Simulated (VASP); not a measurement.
# MgO (Fm-3m) in VASP: further runs, part 2 of 2

VASP 6.6.1. Earlier steps stand in the parts before.

## (4) Single point, LDA

The input, INCAR:

```
SYSTEM = MgO
ALGO     = Normal         ! electronic algorithm
EDIFF    = 1E-6           ! SCF threshold, eV
ENCUT    = 600            ! plane-wave cutoff, eV
GGA      = CA             ! functional
GGA_COMPAT= .FALSE.      
ISIF     = 2              ! what is computed and relaxed
ISMEAR   = 0              ! smearing method
LASPH    = .TRUE.         ! aspherical terms in the spheres
LCHARG   = .FALSE.        ! write CHGCAR
LREAL    = .FALSE.        ! projectors in reciprocal space
LWAVE    = .FALSE.        ! write WAVECAR
NBANDS   = 11             ! bands
NELM     = 120            ! most SCF steps
PREC     = Accurate       ! precision mode
SIGMA    = 0.01           ! smearing width, eV
```

The input, KPOINTS:

```
k-points
0
G
  8 8 8
  0 0 0
```

The input, POSCAR:

```
MgO
1.0
    0.0000000000      2.1241500000      2.1241500000
    2.1241500000      0.0000000000      2.1241500000
    2.1241500000      2.1241500000      0.0000000000
Mg O
1 1
Direct
    0.0000000000      0.0000000000      0.0000000000
    0.5000000000      0.5000000000      0.5000000000
```

Potentials or basis: VASP PAW LDA potentials, release 64 (Mg, O).

On the command line:

```bash
> cat potpaw_LDA.64/Mg/POTCAR potpaw_LDA.64/O/POTCAR > POTCAR
> mpirun -np 1 vasp_std > vasp.out
```

OUTCAR:

```text
SYSTEM = MgO
   EDIFF = 1E-6
   ENCUT = 600
   GGA = CA
   ISIF = 2
   ISMEAR = 0
   LASPH = .TRUE.
   LREAL = .FALSE.
   NELM = 120
   PREC = Accurate

 ion  position               nearest neighbor table
   1  0.000  0.000  0.000-   2 2.12   2 2.12   2 2.12   2 2.12   2 2.12   2 2.12
   2  0.500  0.500  0.500-   1 2.12   1 2.12   1 2.12   1 2.12   1 2.12   1 2.12

  LATTYP: Found a face centered cubic cell.
 ALAT       =     4.2483000000

  Lattice vectors:

 A1 = (   0.0000000000,   2.1241500000,   2.1241500000)
 A2 = (   2.1241500000,   0.0000000000,   2.1241500000)
 A3 = (   2.1241500000,   2.1241500000,   0.0000000000)

Analysis of symmetry for initial positions (statically):
=====================================================================
 Subroutine PRICEL returns:
 Original cell was already a primitive cell.

 Routine SETGRP: Setting up the symmetry group for a
 face centered cubic supercell.

 Subroutine GETGRP returns: Found 48 space group operations
 (whereof 48 operations were pure point group operations)
 out of a pool of 48 trial point group operations.

The static configuration has the point symmetry O_h .

Analysis of symmetry for dynamics (positions and initial velocities):
[... 163 lines left out ...]
 fundamental gap:      4.4111851899
 Fermi energy:         2.8341418883

 k-point     1 :       0.0000    0.0000    0.0000
  band No.  band energies     occupation
      1     -14.1825      2.00000
      2       2.6862      2.00000
      3       2.6862      2.00000
      4       2.6862      2.00000
      5       7.0974      0.00000
      6      18.0737      0.00000
      7      18.0737      0.00000
      8      18.0737      0.00000
      9      22.0316      0.00000
     10      23.6434      0.00000
     11      23.6434      0.00000
[... 309 lines left out ...]
 k-point    24 :      -0.3750    0.2500    0.1250
  band No.  band energies     occupation
      1     -12.7448      2.00000
      2      -1.2876      2.00000
      3       0.7714      2.00000
      4       1.7143      2.00000
      5      12.0093      0.00000
      6      14.4357      0.00000
      7      15.6189      0.00000
      8      18.9638      0.00000
      9      22.6430      0.00000
     10      24.0861      0.00000
     11      28.0707      0.00000

 [... further k-points ...]
[... 5 lines left out ...]
  --------------------------------------------------------------------------------------
  -------------------------------------------------------------------------------------
  Total       -1.3783732     -1.3783732     -1.3783732      0.0000000     -0.0000000      0.0000000
  in kB     -115.2104459   -115.2104459   -115.2104459      0.0000000     -0.0000000      0.0000000
  external PRESSURE =    -115.2104459 kB  Pullay stress =       0.0000000 kB

 VOLUME and BASIS-vectors are now :
 -----------------------------------------------------------------------------
  energy-cutoff  :      600.00
  volume of cell :       19.17
      direct lattice vectors                 reciprocal lattice vectors
     0.000000000  2.124150000  2.124150000    -0.235388273  0.235388273  0.235388273
     2.124150000  0.000000000  2.124150000     0.235388273 -0.235388273  0.235388273
     2.124150000  2.124150000  0.000000000     0.235388273  0.235388273 -0.235388273

 POSITION                                       TOTAL-FORCE (eV/Angst)
 -----------------------------------------------------------------------------------
      0.00000      0.00000      0.00000         0.000000      0.000000      0.000000
      2.12415      2.12415      2.12415        -0.000000     -0.000000     -0.000000
 -----------------------------------------------------------------------------------
    total drift:                               -0.000000     -0.000000      0.000000

  FREE ENERGIE OF THE ION-ELECTRON SYSTEM (eV)
  ---------------------------------------------------
  free  energy   TOTEN  =       -13.3993441165 eV

  energy  without entropy=      -13.3993441165  energy(sigma->0) =      -13.39934412
```

stdout:

```text
POSCAR found type information on POSCAR MgO
 POSCAR found :  2 types and       2 ions
 scaLAPACK will be used
 LDA part: xc-table for (Slater(with rela. corr.)+CA(PZ))
 , standard interpolation
 POSCAR, INCAR and KPOINTS ok, starting setup
 FFT: planning ... GRIDC
 FFT: planning ... GRID_SOFT
 FFT: planning ... GRID
 WAVECAR not read
 entering main loop
```

Wall time 6.5 s (1 thread of AMD EPYC 9R45 (Zen 5), shared host); peak memory 0.09 GiB.

What came out:

```
Free energy            : -13.3993 eV
Pressure               : -11.5 GPa
Band gap on the k mesh : 4.41 eV, direct
```

Expect the measured gap to be larger: semilocal functionals such as LDA lack the derivative discontinuity.

## (5) The runs side by side

```csv
k mesh,smearing,gap on the mesh (eV),pressure (GPa)
4 × 4 × 4,gaussian 0.05 eV,4.40,-11.5
8 × 8 × 8,gaussian 0.05 eV,4.41,-11.5
8 × 8 × 8,gaussian 0.01 eV,4.41,-11.5
```

Alike in all rows: task single point; level LDA; potentials or basis VASP PAW LDA potentials, release 64 (Mg, O); no spin polarisation; cell as given; cutoff (eV) 600.

Caveats: some runs use coarse meshes.

Total energies depend on the potentials used, so only differences within one code and one set of settings carry meaning.
